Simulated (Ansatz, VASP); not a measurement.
## Two plane-wave programs on Ni

```
CELL_PARAMETERS angstrom
-1.38851 1.38851 1.38851
1.38851 -1.38851 1.38851
1.38851 1.38851 -1.38851
ATOMIC_POSITIONS crystal
Ni 0.00000 0.00000 0.00000
```

Alike in both runs: task single point; functional revPBE; k mesh 18 × 18 × 18; occupations fermi-dirac, width 0.1 eV; no spin polarisation.

```csv
,VASP,Ansatz
version,VASP 6.6.1,Ansatz 0.2.0
potentials or method,"VASP PAW PBE potentials, release 64 (Ni), cutoff 520 eV","plane waves (420 eV) with PAW, scalar-relativistic"
valence electrons in the cell,10,18
```

```csv
,VASP,Ansatz,Ansatz less VASP
pressure (GPa),8.2,8.1,-0.04
```

VASP's potentials were made for PBE, not for revPBE. With one functional, cell and mesh, what is left measures potentials, basis and numerics. VASP's potentials hold 10 valence electrons a cell and Ansatz's 18, so a difference there can come from the potentials and not from the codes.
